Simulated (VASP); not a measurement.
# SnGe2 (I-4m2) in VASP: further runs, part 2 of 2

VASP 6.6.1.

### Step 5. Relaxation of cell and atoms, PBE

This run uses another cell than the first one, of 22.21 Å³/atom, 0.993 times its volume.

Input file INCAR:

```
SYSTEM = SnGe2
  ALGO = Normal
  EDIFF = 1E-6
  EDIFFG = -0.04
  ENCUT = 600
  GGA = PE
  IBRION = 2
  ISIF = 3
  ISMEAR = 0
  LASPH = .TRUE.
  LCHARG = .FALSE.
  LREAL = .FALSE.
  LWAVE = .FALSE.
  NELM = 100
  NSW = 90
  PREC = Accurate
  SIGMA = 0.1
```

Input file KPOINTS:

```
k-points
0
G
  4 4 4
  0 0 0
```

Input file POSCAR:

```
SnGe2
1.0
   -2.7453890600      2.7453890600      4.4207823200
    2.7453890600     -2.7453890600      4.4207823200
    2.7453890600      2.7453890600     -4.4207823200
Sn Ge
2 4
Direct
    0.9166666700      0.4166666700      0.5000000000
    0.5833333300      0.0833333300      0.5000000000
    0.2500000000      0.7500000000      0.5000000000
    0.6666666700      0.6666666700      0.0000000000
    0.3333333300      0.3333333300      0.0000000000
    0.0000000000      0.0000000000      0.0000000000
```

Potentials or basis: VASP PAW PBE potentials, release 64 (Sn_d, Ge_d).

The run is started by

```
cat potpaw_PBE.64/Sn_d/POTCAR potpaw_PBE.64/Ge_d/POTCAR > POTCAR
mpirun -np 1 vasp_std > vasp.out
```

OUTCAR:

```text
SYSTEM = SnGe2
   EDIFF = 1E-6
   EDIFFG = -0.04
   ENCUT = 600
   GGA = PE
   IBRION = 2
   ISIF = 3
   ISMEAR = 0
   LASPH = .TRUE.
   LREAL = .FALSE.
   NELM = 100
   NSW = 90
   PREC = Accurate

 ion  position               nearest neighbor table
   1  0.917  0.417  0.500-   6 2.84   6 2.84   5 2.84   5 2.84   3 2.95   2 2.95
   2  0.583  0.083  0.500-   6 2.84   6 2.84   4 2.84   4 2.84   3 2.95   1 2.95
   3  0.250  0.750  0.500-   5 2.84   4 2.84   5 2.84   4 2.84   2 2.95   1 2.95
   4  0.667  0.667  0.000-   3 2.84   3 2.84   2 2.84   2 2.84
   5  0.333  0.333  0.000-   3 2.84   3 2.84   1 2.84   1 2.84
   6  0.000  0.000  0.000-   2 2.84   1 2.84   2 2.84   1 2.84

  LATTYP: Found a body centered tetragonal cell.
 ALAT       =     5.4907781200
 C/A-ratio  =     1.6102571342

  Lattice vectors:

 A1 = (  -2.7453890600,   2.7453890600,   4.4207823200)
[... 292 lines left out ...]

[... ionic steps 4 to 9 ...]

--------------------------------------- Ionic step       10  -------------------------------------------

 number of electron      84.0000002 magnetization

------------------------ aborting loop because EDIFF is reached ----------------------------------------
[... 75 lines left out ...]
--------------------------------------- Ionic step       12  -------------------------------------------

 number of electron      84.0000014 magnetization

 Free energy of the ion-electron system (eV)
  ---------------------------------------------------
  ext. energy  EPLUGINS =         0.00000000
  ---------------------------------------------------
  free energy    TOTEN  =       -24.54452012 eV

  energy without entropy =      -24.52870295  energy(sigma->0) =      -24.53661154

 E-fermi :   7.1109     XC(G=0): -10.6993

 val. band max:        7.0749672902   @ k =   0.5000   0.0000  -0.0000
 cond. band min:       7.1848079253   @ k =   0.5000   0.2500  -0.0000
 fundamental gap:      0.1098406351
 Fermi energy:         7.1109088305

 k-point     1 :       0.0000    0.0000    0.0000
  band No.  band energies     occupation
      1     -17.8574      2.00000
      2     -17.8435      2.00000
      3     -17.8156      2.00000
      4     -17.8042      2.00000
      5     -17.8033      2.00000
      6     -17.8033      2.00000
[... 711 lines left out ...]
  FREE ENERGIE OF THE ION-ELECTRON SYSTEM (eV)
  ---------------------------------------------------
  free  energy   TOTEN  =       -24.5445201242 eV

  energy  without entropy=      -24.5287029474  energy(sigma->0) =      -24.53661154

 reached required accuracy - stopping structural energy minimisation
```

CONTCAR:

```text
SnGe2
   1.00000000000000
    -2.7178200833616266    2.7178200833616266    4.5326422887896163
     2.7178200833616266   -2.7178200833616266    4.5326422887896163
     2.7178200833616266    2.7178200833616266   -4.5326422887896163
  Sn              Ge
     2     4
Direct
     0.9263429040342571    0.4263429040342573    0.5000000000000000
     0.5736570959657429    0.0736570959657427    0.5000000000000000
     0.2500000000000000    0.7500000000000000    0.5000000000000000
     0.6859539110821501    0.6859539110821501    0.0000000000000000
     0.3140460889178499    0.3140460889178499    1.0000000000000000
     0.0000000000000000    1.0000000000000000    0.0000000000000000

  0.00000000E+00  0.00000000E+00  0.00000000E+00
  0.00000000E+00  0.00000000E+00  0.00000000E+00
  0.00000000E+00  0.00000000E+00  0.00000000E+00
  0.00000000E+00  0.00000000E+00  0.00000000E+00
  0.00000000E+00  0.00000000E+00  0.00000000E+00
  0.00000000E+00  0.00000000E+00  0.00000000E+00
```

Run time: 10 min. Hardware: 1 thread of Intel Xeon Platinum 8559C (Emerald Rapids), shared host; peak memory 0.38 GiB.

What came out:

- Free energy: -24.5445 eV
- Relaxed volume: 22.32 Å³/atom
- Relaxed cell: a = 5.943 Å, b = 5.943 Å, c = 5.943 Å, α = 125.57°, β = 125.57°, γ = 80.59°
- Space group after relaxing (to 0.05 Å): I-4m2 (No. 119)
- Energy gained by relaxing: 15.2 meV/atom
- Ionic steps: 12
- Pressure after relaxing: 0.2 GPa
- Largest force after relaxing: 0.023 eV/Å
- Band gap on the k mesh: zero (band 42 reaches 7.73 eV, above the bottom of band 43 at 4.90 eV)

Forces in eV/Å, atoms in the order of the input:
```
Sn   0.000  0.000 -0.023
Sn   0.000  0.000  0.023
Ge   0.000  0.000  0.000
Ge   0.000  0.000  0.023
Ge   0.000  0.000 -0.023
Ge   0.000  0.000  0.000
```

Stress tensor (GPa, compression positive):
```
 0.24  0.00  0.00
 0.00  0.24  0.00
 0.00  0.00 -0.01
```

The path:
```
step  energy change (eV)  largest force (eV/Å)  pressure (GPa)  volume (Å³)
   1              0.0000                0.4922            0.70       133.28
   2             -0.0373                0.2501           -0.31       135.14
   3             -0.0398                0.2315           -0.55       135.78
   4             -0.0547                0.2177           -0.15       134.62
   5             -0.0641                0.1973            0.46       133.22
   6             -0.0650                0.1890            0.70       132.63
   7             -0.0742                0.1492            0.22       133.60
   8             -0.0772                0.1277           -0.12       134.44
   9             -0.0828                0.1042           -0.14       134.43
  10             -0.0873                0.0816           -0.12       134.42
  11             -0.0876                0.0757           -0.10       134.42
  12             -0.0912                0.0232            0.15       133.92
```

Final structure:
```yaml
crystal:
  lattice:
    - [-2.71782, 2.71782, 4.53264]
    - [2.71782, -2.71782, 4.53264]
    - [2.71782, 2.71782, -4.53264]
  atoms:
    - { symbol: Sn, position: [0.92634, 0.42634, 0.50000] }
    - { symbol: Sn, position: [0.57366, 0.07366, 0.50000] }
    - { symbol: Ge, position: [0.25000, 0.75000, 0.50000] }
    - { symbol: Ge, position: [0.68595, 0.68595, 0.00000] }
    - { symbol: Ge, position: [0.31405, 0.31405, 0.00000] }
    - { symbol: Ge, position: [0.00000, 0.00000, 0.00000] }
```

Caveat: the k points lie up to 0.41 Å⁻¹ apart in the final cell; spin-orbit coupling is left out, which moves the levels of the heavy elements.

### Step 6. Overview

| task | cell | k mesh | cutoff (eV) | gap on the mesh (eV) | pressure (GPa) | largest force (eV/Å) |
| --- | --- | --- | --- | --- | --- | --- |
| single point | a = 5.945 Å, angles 125.5, 125.5, 80.7°, 6 atoms | 10 × 10 × 10 | 520 | none | 0.0 | - |
| single point | a = 5.884 Å, angles 124.4, 124.4, 82.6°, 6 atoms | 4 × 4 × 4 | 520 | none | 0.7 | 0.49 |
| single point | a = 5.937 Å, angles 125.4, 125.4, 80.9°, 6 atoms | 4 × 4 × 4 | 520 | none | 0.1 | 0.04 |
| relaxation of cell and atoms | relaxed from a = 5.884 Å, angles 124.4, 124.4, 82.6°, 6 atoms | 4 × 4 × 4 | 600 | none | 0.2 | 0.02 |

Alike in all rows: level PBE; potentials or basis VASP PAW PBE potentials, release 64 (Sn_d, Ge_d); no spin polarisation; smearing gaussian 0.1 eV.

Caveats: some runs use coarse meshes; spin-orbit coupling is left out, which moves the levels of the heavy elements.

Total energies depend on the potentials used, so only differences within one code and one set of settings carry meaning.
